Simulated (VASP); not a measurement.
## PbS: single point with HSE06

The system is PbS.

```
Pb S
1.0
     4.00621    0.00000    0.00000
    -2.00311    3.46948    0.00000
     0.00000    0.00000    3.71084
Pb S
1 1
Direct
  0.00000 0.00000 0.00000
  0.66667 0.33333 0.50000
```

```json
{
 "Program": "VASP 6.6.1",
 "Task": "single point",
 "Functional": "HSE06",
 "Potentials or basis": "VASP PAW PBE potentials, release 64 (Pb_d, S)",
 "Cutoff": "520 eV",
 "k mesh": "4 × 4 × 4",
 "Occupations": "fermi-dirac, width 0.05 eV",
 "Spin": "no spin polarisation"
}
```

The pressure is 2.4 GPa and the band gap on the k mesh is 0.28 eV (least direct gap 1.22 eV).

Stress tensor (GPa, compression positive):
```
1.79 0.00 0.00
0.00 1.79 0.00
0.00 0.00 3.63
```

Levels at points of the mesh, in eV from the valence-band top:
```tsv
k point	band 8	band 9	band 10	band 11	band 12	band 13
(0.00, 0.00, 0.00)	-2.99	-2.42	-2.42	3.93	3.93	5.53
(0.50, 0.00, 0.00)	-3.62	-2.14	-1.82	2.32	4.48	5.73
(0.00, 0.00, 0.50)	-1.74	-1.74	0.00	1.22	4.51	4.51
(0.50, 0.00, 0.50)	-5.23	-5.07	-2.12	2.43	3.14	3.22
```

Run time: 25 min on 1 thread of Intel Xeon 8259CL, on a shared host, peak memory 0.29 GiB.

Caveat: the k points lie up to 0.45 Å⁻¹ apart; the PAW data sets were made with another functional, which shifts forces and pressure a little; spin-orbit coupling is left out, which moves the levels of the heavy elements. A k mesh can miss the band edges.
